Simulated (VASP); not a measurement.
# CsI (Pm-3m) in VASP: notebook

CsI is run at these levels: PBE, LDA; tasks: single point.

Everything below comes from runs of VASP 6.6.1. Logs are shortened: lines on timing, memory, paths and dates and some standing lists are left out, and cuts for length are marked.

## 1. The cell of the first run

It takes space group Pm-3m (No. 221, cubic). The conventional cell has a = 4.608 Å, b = 4.608 Å, c = 4.608 Å, α = 90.00°, β = 90.00°, γ = 90.00°. Cs (site symmetry m-3m) has 8 I at 3.99 Å and 6 Cs at 4.61 Å within 5.2 Å. I (site symmetry m-3m) has 8 Cs at 3.99 Å and 6 I at 4.61 Å within 5.2 Å.

## 2. Single point, PBE

File INCAR:

```
  ALGO = Normal
  EDIFF = 1E-6
  ENCUT = 500
  GGA = PE
  GGA_COMPAT = False
  ISIF = 2
  ISMEAR = 0
  LASPH = True
  LCHARG = False
  LREAL = False
  LWAVE = False
  NBANDS = 15
  NELM = 120
  PREC = Accurate
  SIGMA = 0.01
```

File KPOINTS:

```
k-points
0
Gamma
  2 2 2
```

File POSCAR:

```
CsI
1.0
    4.6081405142      0.0000000000      0.0000000000
    0.0000000000      4.6081405142      0.0000000000
    0.0000000000      0.0000000000      4.6081405142
Cs I
1 1
Direct
    0.0000000000      0.0000000000      0.0000000000
    0.5000000000      0.5000000000      0.5000000000
```

Potentials or basis: VASP PAW PBE potentials, release 64 (Cs_sv, I).

The run is started by

```
$ cat potpaw_PBE.64/Cs_sv/POTCAR potpaw_PBE.64/I/POTCAR > POTCAR
$ mpirun -np 1 vasp_std > vasp.out
```

OUTCAR:

```text
EDIFF = 1E-6
   ENCUT = 500
   GGA = PE
   ISIF = 2
   ISMEAR = 0
   LASPH = True
   LREAL = False
   NELM = 120
   PREC = Accurate

 ion  position               nearest neighbor table
   1  0.000  0.000  0.000-
   2  0.500  0.500  0.500-

  LATTYP: Found a simple cubic cell.
 ALAT       =     4.6081405142

  Lattice vectors:

 A1 = (   4.6081405142,   0.0000000000,   0.0000000000)
 A2 = (   0.0000000000,   4.6081405142,   0.0000000000)
 A3 = (   0.0000000000,   0.0000000000,   4.6081405142)

Analysis of symmetry for initial positions (statically):
=====================================================================
 Subroutine PRICEL returns:
 Original cell was already a primitive cell.

 Routine SETGRP: Setting up the symmetry group for a
 simple cubic supercell.

 Subroutine GETGRP returns: Found 48 space group operations
 (whereof 48 operations were pure point group operations)
 out of a pool of 48 trial point group operations.

The static configuration has the point symmetry O_h .

Analysis of symmetry for dynamics (positions and initial velocities):
=====================================================================
 Subroutine PRICEL returns:
 Original cell was already a primitive cell.

 Routine SETGRP: Setting up the symmetry group for a
 simple cubic supercell.

 Subroutine GETGRP returns: Found 48 space group operations
 (whereof 48 operations were pure point group operations)
 out of a pool of 48 trial point group operations.

The dynamic configuration has the point symmetry O_h .

 Subroutine INISYM returns: Found 48 space group operations
 (whereof 48 operations are pure point group operations),
 and found     1 'primitive' translations

----------------------------------------------------------------------------------------

                                     Primitive cell

  volume of cell :      97.8537

  direct lattice vectors                    reciprocal lattice vectors
     4.608140514  0.000000000  0.000000000     0.217007272  0.000000000  0.000000000
     0.000000000  4.608140514  0.000000000     0.000000000  0.217007272  0.000000000
     0.000000000  0.000000000  4.608140514     0.000000000  0.000000000  0.217007272

  length of vectors
     4.608140514  4.608140514  4.608140514     0.217007272  0.217007272  0.217007272

  position of ions in fractional coordinates (direct lattice)
     0.000000000  0.000000000  0.000000000
     0.500000000  0.500000000  0.500000000

  ion indices of the primitive-cell ions
   primitive index   ion index
                 1           1
                 2           2

----------------------------------------------------------------------------------------

 KPOINTS: k-points

Automatic generation of k-mesh.
 Grid dimensions read from file:
 generate k-points for:    2    2    2

 Generating k-lattice:

  Cartesian coordinates                     Fractional coordinates (reciprocal lattice)
     0.108503636  0.000000000  0.000000000     0.500000000  0.000000000  0.000000000
     0.000000000  0.108503636  0.000000000     0.000000000  0.500000000  0.000000000
     0.000000000  0.000000000  0.108503636     0.000000000  0.000000000  0.500000000

  Length of vectors
     0.108503636  0.108503636  0.108503636

  Shift w.r.t. Gamma in fractional coordinates (k-lattice)
     0.000000000  0.000000000  0.000000000

 Subroutine IBZKPT returns following result:
 ===========================================

 Found      4 irreducible k-points:

 Following reciprocal coordinates:
            Coordinates               Weight
  0.000000  0.000000  0.000000      1.000000
  0.500000  0.000000  0.000000      3.000000
  0.500000  0.500000  0.000000      3.000000
  0.500000  0.500000  0.500000      1.000000
   k-points           NKPTS =      4   k-points in BZ     NKDIM =      4   number of bands    NBANDS=     15
   number of dos      NEDOS =    301   number of ions     NIONS =      2
   total plane-waves  NPLWV =  46656
   dimension x,y,z NGX =    36 NGY =   36 NGZ =   36
   dimension x,y,z NGXF=    72 NGYF=   72 NGZF=   72
   ions per type =               1   1
   NGX,Y,Z   is equivalent  to a cutoff of  12.99, 12.99, 12.99 a.u.
   NGXF,Y,Z  is equivalent  to a cutoff of  25.98, 25.98, 25.98 a.u.
 SYSTEM =  unknown system
   PREC   = accura    normal or accurate (medium, high low for compatibility)
   ISTART =      0    job   : 0-new  1-cont  2-samecut
   ICHARG =      2    charge: 1-file 2-atom 10-const
   ISPIN  =      1    spin polarized calculation?
   LNONCOLLINEAR =      F non collinear calculations
   LSORBIT =      F    spin-orbit coupling
   LASPH  =      T    aspherical Exc in radial PAW
   ENCUT  =  500.0 eV  36.75 Ry    6.06 a.u.   8.40  8.40  8.40*2*pi/ulx,y,z
   NELM   =    120;   NELMIN=  2; NELMDL= -5     # of ELM steps
   EDIFF  = 0.1E-05   stopping-criterion for ELM
   LREAL  =      F    real-space projection
   EDIFFG = 0.1E-04   stopping-criterion for IOM
   NSW    =      0    number of steps for IOM
   IBRION =     -1    ionic relax: 0-MD 1-quasi-New 2-CG
   NFREE  =      0    steps in history (QN), initial steepest desc. (CG)
   ISIF   =      2    stress and relaxation
   ISYM   =      2    0-nonsym 1-usesym 2-fastsym
   POTIM  = 0.5000    time-step for ionic-motion
   TEBEG  =    0.0;   TEEND  =   0.0 temperature during run
   PSTRESS=    0.0 pullay stress
   NELECT =      16.0000    total number of electrons
   NUPDOWN=      -1.0000    fix difference up-down
   EMIN   =  10.00;   EMAX   =-10.00  energy-range for DOS
   EFERMI =   0.00;   METHOD = LEGACY
   ISMEAR =     0;   SIGMA  =   0.01  broadening in eV -4-tet -1-fermi 0-gaus
   EFERMI_NEDOS =   21; number of points for ismear=-14 and -15
   IALGO  =     38    algorithm
   IMIX   =      4    mixing-type and parameters
     AMIX     =   0.40;   BMIX     =  1.00
     AMIX_MAG =   1.60;   BMIX_MAG =  1.00
  volume/ion in A,a.u.               =      48.93       330.17
  Fermi-wavevector in a.u.,A,eV,Ry     =   0.895205  1.691692 10.903597  0.801392
  Thomas-Fermi vector in A             =   2.017507
   LORBIT       =      0    0 simple, 1 ext, 2 COOP (PROOUT), +10 PAW based schemes
   GGA     = PE    functional components
   LHFCALC =     F    Hartree Fock is set to
   AEXX    =    0.0000 exact exchange contribution
   IVDW    =     0    specifies the selected vdW correction
   LEPSILON=     F    determine dielectric tensor
   LRPA    =     F    only Hartree local field effects (RPA)
 non-spin polarized calculation
 Gauss-broadening in eV      SIGMA  =   0.01
  energy-cutoff  :      500.00
  volume of cell :       97.85
 maximum number of plane-waves:      2517
 NGX is ok and might be reduce to    36
   NGX = 17   NGY = 17   NGZ = 17

 number of electron      16.0000002 magnetization

 Free energy of the ion-electron system (eV)
  ---------------------------------------------------
  ext. energy  EPLUGINS =         0.00000000
  ---------------------------------------------------
  free energy    TOTEN  =        -5.23424850 eV

  energy without entropy =       -5.23424850  energy(sigma->0) =       -5.23424850

 E-fermi :   0.8323     XC(G=0):  -7.6187

 val. band max:        0.7613000650   @ k =   0.5000   0.5000   0.0000
 cond. band min:       4.4876426277   @ k =   0.0000   0.0000   0.0000
 fundamental gap:      3.7263425627
 Fermi energy:         0.8322974977

 k-point     1 :       0.0000    0.0000    0.0000
  band No.  band energies     occupation
      1     -19.8090      2.00000
      2      -9.8265      2.00000
      3      -6.5103      2.00000
      4      -6.5103      2.00000
      5      -6.5103      2.00000
      6       0.6649      2.00000
      7       0.6649      2.00000
      8       0.6649      2.00000
      9       4.4876      0.00000
     10       4.8967      0.00000
     11       4.8967      0.00000
     12       8.3485      0.00000
     13       8.3485      0.00000
     14       8.3485      0.00000
     15      10.8085      0.00000

 k-point     2 :       0.5000    0.0000    0.0000
  band No.  band energies     occupation
      1     -19.7874      2.00000
      2      -9.8401      2.00000
      3      -6.6334      2.00000
      4      -6.4546      2.00000
      5      -6.4546      2.00000
      6      -0.7551      2.00000
      7       0.5259      2.00000
      8       0.5259      2.00000
      9       5.8597      0.00000
     10       7.0841      0.00000
     11       7.2983      0.00000
     12       7.5567      0.00000
     13       8.4724      0.00000
     14       8.4724      0.00000
     15       8.9556      0.00000

 k-point     3 :       0.5000    0.5000    0.0000
  band No.  band energies     occupation
      1     -19.7678      2.00000
      2      -9.6657      2.00000
      3      -6.8395      2.00000
      4      -6.8395      2.00000
      5      -6.4191      2.00000
      6      -0.0916      2.00000
      7      -0.0916      2.00000
      8       0.7613      2.00000
      9       4.9166      0.00000
     10       5.6001      0.00000
     11       6.7531      0.00000
     12       6.7531      0.00000
     13      10.0437      0.00000
     14      10.1160      0.00000
     15      10.2639      0.00000

 k-point     4 :       0.5000    0.5000    0.5000
  band No.  band energies     occupation
      1     -19.7492      2.00000
      2      -9.5678      2.00000
      3      -6.7425      2.00000
      4      -6.7425      2.00000
      5      -6.7425      2.00000
      6      -0.4974      2.00000
      7      -0.4974      2.00000
      8      -0.4974      2.00000
      9       7.7779      0.00000
     10       7.7779      0.00000
     11       7.7779      0.00000
     12       8.4170      0.00000
     13       8.4170      0.00000
     14       8.4170      0.00000
     15      10.2746      0.00000

------------------------ aborting loop because EDIFF is reached ----------------------------------------

  FORCE on cell =-STRESS in cart. coord.  units (eV):
  Direction    XX          YY          ZZ          XY          YZ          ZX
  --------------------------------------------------------------------------------------
  -------------------------------------------------------------------------------------
  Total        0.7735297      0.7735297      0.7735297     -0.0000000      0.0000000     -0.0000000
  in kB       12.6651536     12.6651536     12.6651536     -0.0000000      0.0000000     -0.0000000
  external PRESSURE =      12.6651536 kB  Pullay stress =       0.0000000 kB

 VOLUME and BASIS-vectors are now :
 -----------------------------------------------------------------------------
  energy-cutoff  :      500.00
  volume of cell :       97.85
      direct lattice vectors                 reciprocal lattice vectors
     4.608140514  0.000000000  0.000000000     0.217007272  0.000000000  0.000000000
     0.000000000  4.608140514  0.000000000     0.000000000  0.217007272  0.000000000
     0.000000000  0.000000000  4.608140514     0.000000000  0.000000000  0.217007272

 POSITION                                       TOTAL-FORCE (eV/Angst)
 -----------------------------------------------------------------------------------
      0.00000      0.00000      0.00000         0.000000      0.000000      0.000000
      2.30407      2.30407      2.30407         0.000000      0.000000      0.000000
 -----------------------------------------------------------------------------------
    total drift:                               -0.000000      0.000000      0.000000

  FREE ENERGIE OF THE ION-ELECTRON SYSTEM (eV)
  ---------------------------------------------------
  free  energy   TOTEN  =        -5.2342485011 eV

  energy  without entropy=       -5.2342485011  energy(sigma->0) =       -5.23424850
```

Wall time 6 s (1 thread of Intel Xeon Platinum 8375C at 2.90GHz (Ice Lake), shared host); peak memory 0.19 GiB.

Results:

| Property | Result |
| --- | --- |
| Free energy | -5.2342 eV |
| Pressure | 1.3 GPa |
| Band gap on the k mesh | 3.73 eV, indirect (least direct gap 3.82 eV) |

Caveat: the k points lie up to 0.68 Å⁻¹ apart; spin-orbit coupling is left out, which moves the levels of the heavy elements.

## 3. Single point, PBE

File INCAR:

```
ALGO = Normal
EDIFF = 1E-6
ENCUT = 500
GGA = PE
GGA_COMPAT = F
ISIF = 2
ISMEAR = 0
LASPH = T
LCHARG = F
LREAL = F
LWAVE = F
NBANDS = 15
NELM = 120
PREC = Accurate
SIGMA = 0.01
```

File KPOINTS:

```
k-points
0
Gamma
  5 5 5
```

POSCAR is that of step 2.

Potentials or basis: VASP PAW PBE potentials, release 64 (Cs_sv, I).

The run is started by

```
$ cat potpaw_PBE.64/Cs_sv/POTCAR potpaw_PBE.64/I/POTCAR > POTCAR
$ mpirun -np 1 vasp_std > vasp.out
```

Wall time 9.6 s (1 thread of Intel Xeon Platinum 8375C at 2.90GHz (Ice Lake), shared host); peak memory 0.2 GiB.

Results (log left out):

| Item | Value |
| --- | --- |
| Free energy | -5.4371 eV |
| Pressure | 0.4 GPa |
| Band gap on the k mesh | 3.83 eV, indirect (least direct gap 3.88 eV) |

Levels at points of the mesh, in eV from the valence-band top:
```csv
k point,band 6,band 7,band 8,band 9,band 10,band 11
"(0.00, 0.00, 0.00)",-0.05,-0.05,-0.05,3.83,4.26,4.26
```

Caveat: spin-orbit coupling is left out, which moves the levels of the heavy elements.

## 4. Single point, PBE

File INCAR:

```
SYSTEM = CsI
ALGO = Normal ; EDIFF = 1E-6
ENCUT = 500 ; GGA = PE
GGA_COMPAT = .FALSE. ; ISIF = 2
ISMEAR = 0 ; LASPH = .TRUE.
LCHARG = .FALSE. ; LREAL = .FALSE.
LWAVE = .FALSE. ; NBANDS = 15
NELM = 120 ; PREC = Accurate
SIGMA = 0.01
```

File KPOINTS:

```
k-points
0
G
  4 4 4
  0 0 0
```

POSCAR is that of step 3.

The run is started by

```
$ cat potpaw_PBE.64/Cs_sv/POTCAR potpaw_PBE.64/I/POTCAR > POTCAR
$ mpirun -np 1 vasp_std > vasp.out
```

Run time: 9.6 s. Hardware: 1 thread of Intel Xeon Platinum 8375C at 2.90GHz (Ice Lake), shared host; peak memory 0.2 GiB.

The run converged. Its results:

* Free energy: -5.4350 eV
* Pressure: 0.5 GPa
* Band gap on the k mesh: 3.79 eV, indirect (least direct gap 3.88 eV)

Levels at points of the mesh, in eV from the valence-band top:
```tsv
k point	band 4	band 5	band 6	band 7	band 8	band 9	band 10	band 11	band 12	band 13
(0.00, 0.00, 0.00)	-7.13	-7.13	-0.09	-0.09	-0.09	3.79	4.22	4.22	7.70	7.70
(0.50, 0.00, 0.00)	-7.08	-7.08	-1.50	-0.23	-0.23	5.20	6.37	6.61	6.83	7.81
(0.50, 0.50, 0.00)	-7.47	-7.04	-0.84	-0.84	0.00	4.24	4.91	6.09	6.09	9.40
(0.50, 0.50, 0.50)	-7.37	-7.37	-1.24	-1.24	-1.24	7.09	7.09	7.09	7.73	7.73
```

Caveat: spin-orbit coupling is left out, which moves the levels of the heavy elements.

## 5. Single point, LDA

File INCAR:

```
SYSTEM = CsI
PREC = Accurate
ENCUT = 500
EDIFF = 1E-6
ISMEAR = 0
SIGMA = 0.01
LREAL = .False.
LASPH = .True.
NELM = 120
ALGO = Normal
ISIF = 2
LWAVE = .False.
LCHARG = .True.
GGA = CA
LELF = .True.
LVHAR = .True.
NBANDS = 15
GGA_COMPAT = .False.
```

File KPOINTS:

```
regular mesh
0
Gamma
  4 4 4
  0 0 0
```

POSCAR is that of step 4.

Potentials or basis: VASP PAW LDA potentials, release 64 (Cs_sv, I).

The run is started by

```
$ cat potpaw_LDA.64/Cs_sv/POTCAR potpaw_LDA.64/I/POTCAR > POTCAR
$ mpirun -np 1 vasp_std > vasp.out
```

It took 8.2 s on 1 thread of Intel Xeon Platinum 8375C at 2.90GHz (Ice Lake), shared host; peak memory 0.17 GiB.

Results (log left out):

```
Free energy            : -6.1153 eV
Pressure               : -1.6 GPa
Band gap on the k mesh : 3.45 eV, indirect (least direct gap 3.54 eV)
```

Levels at points of the mesh, in eV from the valence-band top:
| k point | band 4 | band 5 | band 6 | band 7 | band 8 | band 9 | band 10 | band 11 | band 12 | band 13 |
| --- | --- | --- | --- | --- | --- | --- | --- | --- | --- | --- |
| (0.00, 0.00, 0.00) | -7.07 | -7.07 | -0.09 | -0.09 | -0.09 | 3.45 | 4.00 | 4.00 | 7.61 | 7.61 |
| (0.50, 0.00, 0.00) | -7.01 | -7.01 | -1.56 | -0.24 | -0.24 | 4.98 | 6.11 | 6.37 | 6.66 | 7.68 |
| (0.50, 0.50, 0.00) | -7.43 | -6.97 | -0.86 | -0.86 | 0.00 | 3.99 | 4.70 | 5.95 | 5.95 | 9.24 |
| (0.50, 0.50, 0.50) | -7.32 | -7.32 | -1.29 | -1.29 | -1.29 | 6.87 | 6.87 | 6.87 | 7.60 | 7.60 |

Caveat: spin-orbit coupling is left out, which moves the levels of the heavy elements.

## 6. Overview

| level | potentials or basis | k mesh | gap on the mesh (eV) | pressure (GPa) |
| --- | --- | --- | --- | --- |
| PBE | VASP PAW PBE potentials, release 64 (Cs_sv, I) | 2 × 2 × 2 | 3.73 | 1.3 |
| PBE | VASP PAW PBE potentials, release 64 (Cs_sv, I) | 5 × 5 × 5 | 3.83 | 0.4 |
| PBE | VASP PAW PBE potentials, release 64 (Cs_sv, I) | 4 × 4 × 4 | 3.79 | 0.5 |
| LDA | VASP PAW LDA potentials, release 64 (Cs_sv, I) | 4 × 4 × 4 | 3.45 | -1.6 |

Alike in all rows: task single point; no spin polarisation; cell as given; cutoff (eV) 500; smearing gaussian 0.01 eV.

Caveats: some runs use coarse meshes; spin-orbit coupling is left out, which moves the levels of the heavy elements.

Total energies depend on the potentials used, so only differences within one code and one set of settings carry meaning.
